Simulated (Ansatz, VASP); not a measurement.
# One calculation of Rh, two programs

File INCAR:

```
  ALGO = Fast
  EDIFF = 1E-6
  ENCUT = 520
  GGA = PS
  ISIF = 2
  ISMEAR = 0
  LASPH = True
  LCHARG = True
  LELF = True
  LREAL = False
  LVHAR = True
  LWAVE = False
  NBANDS = 38
  NELM = 80
  PREC = Accurate
  SIGMA = 0.15
```

The input KPOINTS:

```
k-points
0
Gamma
  18 18 6
```

The input POSCAR:

```
Rh
1.0
    2.7023000000      0.0000000000      0.0000000000
   -1.3511500000      2.3402604486      0.0000000000
    0.0000000000      0.0000000000      8.9602000000
Rh
4
Direct
    0.0000000000      0.0000000000      0.0000000000
    0.3333333333      0.6666666667      0.2500000000
    0.0000000000      0.0000000000      0.5000000000
    0.6666666667      0.3333333333      0.7500000000
```

Input for Ansatz:

```yaml
crystal:
  lattice:
    - [2.7023, 0.0, 0.0]
    - [-1.35115, 2.3402604486, 0.0]
    - [0.0, 0.0, 8.9602]
  atoms:
    - { symbol: Rh, position: [0.0, 0.0, 0.0] }
    - { symbol: Rh, position: [0.3333333333, 0.6666666667, 0.25] }
    - { symbol: Rh, position: [0.0, 0.0, 0.5] }
    - { symbol: Rh, position: [0.6666666667, 0.3333333333, 0.75] }
basis:
  ecutwfc: 420
kpoints:
  mp_grid: { grid: [18, 18, 6] }
hamiltonian:
  xc: pbesol
  pseudopotentials: { kind: paw, azcp: { folder: soft_1 } }
scf:
  occupations: { method: gaussian, width: 0.15 }
output:
  forces: true
  stress: true
  eigenvalues: true
```

Alike in both runs: task single point; functional PBEsol; k mesh 18 × 18 × 6; occupations gaussian, width 0.15 eV; no spin polarisation.

|  | VASP | Ansatz |
| --- | --- | --- |
| version | VASP 6.6.1 | Ansatz 0.2.0 |
| potentials or method | VASP PAW PBE potentials, release 64 (Rh_pv), cutoff 520 eV | scalar-relativistic, plane waves, PAW |
| valence electrons in the cell | 60 | 68 |

|  | VASP | Ansatz | Ansatz less VASP |
| --- | --- | --- | --- |
| gap on the k mesh at the Fermi level (eV) | none | none | - |
| pressure (GPa) | -11.9 | -11.9 | +0.02 |
| traceless stress, the component that is largest in VASP (GPa) | -3.44 | -3.44 | -0.001 |

VASP's potentials were made for PBE, not for PBEsol, and Ansatz warns of the same on its side. A gap of «none» marks a metal or a gap that the smearing closes. The functional is the same, so the differences come from potentials, cutoffs and numerics. VASP's potentials hold 60 valence electrons a cell and Ansatz's 68, so a difference there can come from the potentials and not from the codes.
